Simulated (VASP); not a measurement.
# KF (R-3m) in VASP: a series of runs

The runs below take KF through single point, with PBEsol.

Program: VASP 6.6.1. These are calculated values, not measurements. Logs are shortened: lines on timing, memory, paths and dates and some standing lists are left out, and cuts for length are marked.

## 1. The cell of the first run

The structure is trigonal, space group R-3m (No. 166). The conventional cell has a = 4.722 Å, b = 4.722 Å, c = 5.378 Å, α = 90.00°, β = 90.00°, γ = 120.00°. Within 3.5 Å of K (site symmetry -3m) lie 8 F at 2.69 to 2.87 Å and 6 K at 3.26 Å. Within 3.5 Å of F (site symmetry -3m) lie 8 K at 2.69 to 2.87 Å and 6 F at 3.26 Å.

## 2. Single point, PBEsol

Contents of INCAR:

```
SYSTEM = KF
PREC = Accurate ; ENCUT = 520
EDIFF = 1E-7 ; ISMEAR = 0
SIGMA = 0.05 ; LREAL = .False.
LASPH = .True. ; NELM = 80
ALGO = Normal ; ISIF = 2
LWAVE = .False. ; LCHARG = .False.
GGA = PS ; NBANDS = 15
```

Contents of KPOINTS:

```
regular mesh
0
Gamma
  8 8 8
  0 0 0
```

Contents of POSCAR:

```
KF
1.0
    3.2608469334     -0.0779041929     -0.0779041929
   -0.0779041929      3.2608469334     -0.0779041929
   -0.0779041929     -0.0779041929      3.2608469334
K F
1 1
Direct
    0.0000000000      0.0000000000      0.0000000000
    0.5000000000      0.5000000000      0.5000000000
```

Potentials or basis: VASP PAW PBE potentials, release 64 (K_sv, F).

Launch:

```
$ cat potpaw_PBE.64/K_sv/POTCAR potpaw_PBE.64/F/POTCAR > POTCAR
$ mpirun -np 1 vasp_std > vasp.out
```

OUTCAR:

```text
SYSTEM = KF
   PREC = Accurate
   ENCUT = 520
   EDIFF = 1E-7
   ISMEAR = 0
   LREAL = .False.
   LASPH = .True.
   NELM = 80
   ISIF = 2
   GGA = PS

 ion  position               nearest neighbor table
   1  0.000  0.000  0.000-   2 2.69   2 2.69
   2  0.500  0.500  0.500-   1 2.69   1 2.69

  LATTYP: Found a trigonal (rhomboedric) cell.
 ALAT       =     3.2627075949
 COS(alpha) =    -0.0471569688

  Lattice vectors:

 A1 = (   3.2608469334,  -0.0779041929,  -0.0779041929)
 A2 = (  -0.0779041929,   3.2608469334,  -0.0779041929)
 A3 = (  -0.0779041929,  -0.0779041929,   3.2608469334)

Analysis of symmetry for initial positions (statically):
=====================================================================
 Subroutine PRICEL returns:
 Original cell was already a primitive cell.

 Routine SETGRP: Setting up the symmetry group for a
 trigonal (rhombohedral) supercell.

 Subroutine GETGRP returns: Found 12 space group operations
 (whereof 12 operations were pure point group operations)
 out of a pool of 12 trial point group operations.

The static configuration has the point symmetry D_3d.

Analysis of symmetry for dynamics (positions and initial velocities):
=====================================================================
 Subroutine PRICEL returns:
 Original cell was already a primitive cell.

 Routine SETGRP: Setting up the symmetry group for a
 trigonal (rhombohedral) supercell.

 Subroutine GETGRP returns: Found 12 space group operations
 (whereof 12 operations were pure point group operations)
 out of a pool of 12 trial point group operations.

The dynamic configuration has the point symmetry D_3d.

 Subroutine INISYM returns: Found 12 space group operations
 (whereof 12 operations are pure point group operations),
 and found     1 'primitive' translations

----------------------------------------------------------------------------------------

                                     Primitive cell

  volume of cell :      34.6127

  direct lattice vectors                    reciprocal lattice vectors
     3.260846933 -0.077904193 -0.077904193     0.307027858  0.007514668  0.007514668
    -0.077904193  3.260846933 -0.077904193     0.007514668  0.307027858  0.007514668
    -0.077904193 -0.077904193  3.260846933     0.007514668  0.007514668  0.307027858

  length of vectors
     3.262707595  3.262707595  3.262707595     0.307211728  0.307211728  0.307211728

  position of ions in fractional coordinates (direct lattice)
     0.000000000  0.000000000  0.000000000
     0.500000000  0.500000000  0.500000000

  ion indices of the primitive-cell ions
   primitive index   ion index
                 1           1
                 2           2

[... 81 lines left out ...]
   PSTRESS=    0.0 pullay stress
   NELECT =      16.0000    total number of electrons
   NUPDOWN=      -1.0000    fix difference up-down
   EMIN   =  10.00;   EMAX   =-10.00  energy-range for DOS
   EFERMI =   0.00;   METHOD = LEGACY
   ISMEAR =     0;   SIGMA  =   0.05  broadening in eV -4-tet -1-fermi 0-gaus
   EFERMI_NEDOS =   21; number of points for ismear=-14 and -15
   IALGO  =     38    algorithm
   IMIX   =      4    mixing-type and parameters
     AMIX     =   0.40;   BMIX     =  1.00
     AMIX_MAG =   1.60;   BMIX_MAG =  1.00
  volume/ion in A,a.u.               =      17.31       116.79
  Fermi-wavevector in a.u.,A,eV,Ry     =   1.265814  2.392041 21.800402  1.602284
  Thomas-Fermi vector in A             =   2.399047
   LORBIT       =      0    0 simple, 1 ext, 2 COOP (PROOUT), +10 PAW based schemes
   GGA     = PS    functional components
   LHFCALC =     F    Hartree Fock is set to
   AEXX    =    0.0000 exact exchange contribution
   IVDW    =     0    specifies the selected vdW correction
   LEPSILON=     F    determine dielectric tensor
   LRPA    =     F    only Hartree local field effects (RPA)
 non-spin polarized calculation
 Gauss-broadening in eV      SIGMA  =   0.05
  energy-cutoff  :      520.00
  volume of cell :       34.61
 maximum number of plane-waves:       948
   NGX = 13   NGY = 13   NGZ = 13

 number of electron      15.9999996 magnetization

 Free energy of the ion-electron system (eV)
  ---------------------------------------------------
  ext. energy  EPLUGINS =         0.00000000
  ---------------------------------------------------
  free energy    TOTEN  =        -8.33508357 eV

  energy without entropy =       -8.33508357  energy(sigma->0) =       -8.33508357

 E-fermi :  -1.9152     XC(G=0):  -9.2499

 val. band max:       -2.1585832489   @ k =   0.5000   0.5000   0.0000
 cond. band min:       3.9321835600   @ k =   0.0000   0.0000   0.0000
 fundamental gap:      6.0907668089
 Fermi energy:        -1.9151798280

 k-point     1 :       0.0000    0.0000    0.0000
  band No.  band energies     occupation
      1     -28.9668      2.00000
      2     -20.9353      2.00000
      3     -12.0832      2.00000
      4     -12.0503      2.00000
      5     -12.0503      2.00000
      6      -2.2130      2.00000
      7      -2.2130      2.00000
      8      -2.2029      2.00000
      9       3.9322      0.00000
     10       6.0916      0.00000
     11       6.0916      0.00000
     12      11.6132      0.00000
     13      11.7040      0.00000
     14      11.7040      0.00000
[... 401 lines left out ...]
      2     -20.9448      2.00000
      3     -12.6706      2.00000
      4     -12.0838      2.00000
      5     -12.0827      2.00000
      6      -3.1082      2.00000
      7      -2.3993      2.00000
      8      -2.3881      2.00000
      9       6.8202      0.00000
     10       7.3901      0.00000
     11       8.2804      0.00000
     12       9.7738      0.00000
     13      10.6936      0.00000
     14      11.3278      0.00000
     15      14.9985      0.00000

 [... further k-points ...]
[... 5 lines left out ...]
  --------------------------------------------------------------------------------------
  -------------------------------------------------------------------------------------
  Total       -0.4726125     -0.4726125     -0.4726125      0.0747268      0.0747268      0.0747268
  in kB      -21.8766432    -21.8766432    -21.8766432      3.4590103      3.4590103      3.4590103
  external PRESSURE =     -21.8766432 kB  Pullay stress =       0.0000000 kB

 VOLUME and BASIS-vectors are now :
 -----------------------------------------------------------------------------
  energy-cutoff  :      520.00
  volume of cell :       34.61
      direct lattice vectors                 reciprocal lattice vectors
     3.260846933 -0.077904193 -0.077904193     0.307027858  0.007514668  0.007514668
    -0.077904193  3.260846933 -0.077904193     0.007514668  0.307027858  0.007514668
    -0.077904193 -0.077904193  3.260846933     0.007514668  0.007514668  0.307027858

 POSITION                                       TOTAL-FORCE (eV/Angst)
 -----------------------------------------------------------------------------------
      0.00000      0.00000      0.00000         0.000000     -0.000000     -0.000000
      1.55252      1.55252      1.55252        -0.000000      0.000000      0.000000
 -----------------------------------------------------------------------------------
    total drift:                                0.000000      0.000000     -0.000000

  FREE ENERGIE OF THE ION-ELECTRON SYSTEM (eV)
  ---------------------------------------------------
  free  energy   TOTEN  =        -8.3350835742 eV

  energy  without entropy=       -8.3350835742  energy(sigma->0) =       -8.33508357
```

stdout:

```text
POSCAR found type information on POSCAR K F
 POSCAR found :  2 types and       2 ions
 scaLAPACK will be used
 -----------------------------------------------------------------------------
|                                                                             |
|                                                                             |
|     You enforced a specific xc type in the INCAR file but a different       |
|     I HOPE YOU KNOW WHAT YOU ARE DOING!                                     |
|                                                                             |
 -----------------------------------------------------------------------------

 LDA part: xc-table for (Slater+PW92), standard interpolation
 POSCAR, INCAR and KPOINTS ok, starting setup
 FFT: planning ... GRIDC
 FFT: planning ... GRID_SOFT
 FFT: planning ... GRID
 WAVECAR not read
 entering main loop
```

Wall time 28 s (1 thread of Intel Xeon 8259CL, shared host); peak memory 0.16 GiB.

What came out:

```
Free energy            : -8.3351 eV
Pressure               : -2.2 GPa
Band gap on the k mesh : 6.09 eV (least direct gap 6.14 eV)
```

Levels at points of the mesh, in eV from the valence-band top:
| k point | band 4 | band 5 | band 6 | band 7 | band 8 | band 9 | band 10 | band 11 | band 12 | band 13 |
| --- | --- | --- | --- | --- | --- | --- | --- | --- | --- | --- |
| (0.00, 0.00, 0.00) | -9.89 | -9.89 | -0.05 | -0.05 | -0.04 | 6.09 | 8.25 | 8.25 | 13.77 | 13.86 |
| (0.50, 0.00, 0.00) | -9.79 | -9.78 | -1.25 | -0.23 | -0.12 | 9.22 | 9.27 | 10.70 | 12.30 | 12.63 |
| (0.50, 0.50, 0.00) | -10.65 | -9.71 | -0.66 | -0.57 | 0.00 | 8.39 | 8.87 | 11.78 | 12.02 | 13.73 |
| (0.50, 0.50, 0.50) | -10.53 | -10.39 | -1.06 | -1.06 | -1.05 | 10.15 | 10.15 | 10.92 | 14.64 | 14.64 |

Caveat: the PAW data sets were made with another functional, which shifts forces and pressure a little.

## 3. Single point, PBEsol

Contents of INCAR:

```
PREC = Accurate
ENCUT = 520
EDIFF = 1E-7
ISMEAR = 0
SIGMA = 0.05
LREAL = False
LASPH = True
NELM = 60
ALGO = Normal
ISIF = 2
LWAVE = False
LCHARG = False
GGA = PS
NBANDS = 15
```

Contents of KPOINTS:

```
regular mesh
0
Gamma
  8 8 8
```

Contents of POSCAR:

```
KF
1.0
    3.2611184514      0.0847043754      0.0847043754
    0.0847043754      3.2611184514      0.0847043754
    0.0847043754      0.0847043754      3.2611184514
K F
1 1
Direct
    0.0000000000      0.0000000000      0.0000000000
    0.5000000000      0.5000000000      0.5000000000
```

Potentials or basis: VASP PAW PBE potentials, release 64 (K_sv, F).

Launch:

```
$ cat potpaw_PBE.64/K_sv/POTCAR potpaw_PBE.64/F/POTCAR > POTCAR
$ mpirun -np 1 vasp_std > vasp.out
```

Wall time 29 s (1 thread of Intel Xeon 8259CL, shared host); peak memory 0.16 GiB.

The run converged. Its results:

```
Free energy            : -8.3388 eV
Pressure               : -2.2 GPa
Band gap on the k mesh : 6.10 eV (least direct gap 6.13 eV)
```

Levels at points of the mesh, in eV from the valence-band top:
```csv
k point,band 5,band 6,band 7,band 8,band 9,band 10,band 11,band 12
"(0.00, 0.00, 0.00)",-9.88,-0.06,-0.06,-0.03,6.10,8.26,8.26,13.75
"(0.50, 0.00, 0.00)",-9.78,-1.24,-0.23,-0.11,9.21,9.29,10.70,12.36
"(0.50, 0.50, 0.00)",-9.71,-0.65,-0.58,0.00,8.37,8.89,11.85,11.96
"(0.50, 0.50, 0.50)",-10.43,-1.07,-1.04,-1.04,9.93,10.65,10.65,14.23
```

Caveat: the PAW data sets were made with another functional, which shifts forces and pressure a little. A k mesh can miss the band edges.
